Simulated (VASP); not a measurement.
Here is a VASP 6.6.1 calculation.

POSCAR

```
Sn
1.0
   -1.9071995479      1.9071995479      1.9071995479
    1.9071995479     -1.9071995479      1.9071995479
    1.9071995479      1.9071995479     -1.9071995479
Sn
1
Direct
    0.0000000000      0.0000000000      0.0000000000
```

INCAR.step1

```
  PREC = Accurate
  ENCUT = 520
  EDIFF = 1E-5
  ISMEAR = -1
  SIGMA = 0.05
  LREAL = F
  LASPH = T
  NELM = 80
  ALGO = Normal
  ISIF = 2
  LWAVE = T
  LCHARG = F
  NBANDS = 13
  GGA = PE
```

File INCAR.step2:

```
  PREC = Accurate
  ENCUT = 520
  EDIFF = 1E-6
  ISMEAR = -1
  SIGMA = 0.05
  LREAL = F
  LASPH = T
  NELM = 80
  ALGO = Normal
  ISIF = 2
  LWAVE = F
  LCHARG = F
  GGA = PE
  LHFCALC = T
  HFSCREEN = 0.2079
  PRECFOCK = Normal
  NBANDS = 13
  ISTART = 1
```

Contents of KPOINTS:

```
Automatic mesh
0
Gamma
  6 6 6
```

Potentials or basis: VASP PAW PBE potentials, release 64 (Sn_d).

Run with:

```sh
$ cat potpaw_PBE.64/Sn_d/POTCAR > POTCAR
$ cp INCAR.step1 INCAR
$ mpirun -np 1 vasp_std > vasp.out
$ cp INCAR.step2 INCAR
$ mpirun -np 1 vasp_std > vasp.out
```

Q: Predict the band gap on the k mesh.

A: Zero (bands 7 and 8 overlap by 11.38 eV).

Q: What does it give for the pressure?

A: -1.9 GPa.

Caveat: the k points lie up to 0.39 Å⁻¹ apart, too coarse for converged energies and pressures of a metal; the PAW data sets were made with another functional, which shifts forces and pressure a little; spin-orbit coupling is left out, which moves the levels of the heavy elements.
